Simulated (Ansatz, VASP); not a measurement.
**BaS in VASP and in Ansatz**

File POSCAR:

```
BaS
1.0
    0.0000000000      3.1937500000      3.1937500000
    3.1937500000      0.0000000000      3.1937500000
    3.1937500000      3.1937500000      0.0000000000
Ba S
1 1
Direct
    0.0000000000      0.0000000000      0.0000000000
    0.5000000000      0.5000000000      0.5000000000
```

File INCAR.step1:

```
ALGO = Normal ; EDIFF = 1E-5
ENCUT = 520 ; GGA = PE
ISIF = 2 ; ISMEAR = -1
LASPH = True ; LCHARG = False
LREAL = False ; LWAVE = True
NBANDS = 15 ; NELM = 80
PREC = Accurate ; SIGMA = 0.05
```

Contents of INCAR.step2:

```
AEXX = 0.25 ; ALGO = Normal
EDIFF = 1E-7 ; ENCUT = 520
GGA = PS ; HFSCREEN = 0.207
ISIF = 2 ; ISMEAR = -1
ISTART = 1 ; LASPH = True
LCHARG = False ; LHFCALC = True
LREAL = False ; LWAVE = False
NBANDS = 15 ; NELM = 80
PREC = Accurate ; PRECFOCK = Normal
SIGMA = 0.05
```

Contents of KPOINTS:

```
k-points
0
Gamma
  4 4 4
```

The input input.yaml:

```yaml
crystal:
  lattice:
    - [0.0, 3.19375, 3.19375]
    - [3.19375, 0.0, 3.19375]
    - [3.19375, 3.19375, 0.0]
  atoms:
    - { symbol: Ba, position: [0.0, 0.0, 0.0] }
    - { symbol: S, position: [0.5, 0.5, 0.5] }
hamiltonian:
  xc:
    exchange: hjs_pbesol
    correlation: pbesol
    exx: { coeff: 0.25, omega: 0.207 }
  pseudopotentials: { kind: paw }
kpoints:
  mp_grid: { grid: [4, 4, 4] }
  band_path:
    path:
      - [[0.0, 0.0, 0.0], [0.5, 0.0, 0.5], [0.5, 0.25, 0.75], [0.375, 0.375, 0.75], [0.0, 0.0, 0.0], [0.5, 0.5, 0.5], [0.625, 0.25, 0.625], [0.5, 0.25, 0.75], [0.5, 0.5, 0.5], [0.375, 0.375, 0.75]]
      - [[0.625, 0.25, 0.625], [0.5, 0.0, 0.5]]
    npoints: 4
scf:
  occupations: { method: fermi_dirac, width: 0.05 }
  n_extra_bands: 6
output:
  forces: true
  stress: true
  eigenvalues: true
  fatbands: false
```

Alike in both runs: functional PBEsol-based screened hybrid; k mesh 4 × 4 × 4; occupations fermi-dirac, width 0.05 eV; no spin polarisation.

```csv
,VASP,Ansatz
version,VASP 6.6.1,Ansatz 0.2.0
potentials or method,"VASP PAW PBE potentials, release 64 (Ba_sv, S)",Ansatz PAW
plane-wave cutoff (eV),520,420
valence electrons in the cell,16,16
task,single point,band structure
```

```tsv
	VASP	Ansatz	Ansatz less VASP
gap on the k mesh at the Fermi level (eV)	2.90	3.00	+0.094
least direct gap on the mesh (eV)	3.06	3.13	+0.066
pressure (GPa)	-0.4	-0.9	-0.56
```

VASP's potentials were made for PBE, not for PBEsol-based screened hybrid.

The k mesh is coarse, so the values compare programs but aren't converged. Spin-orbit coupling is off throughout.
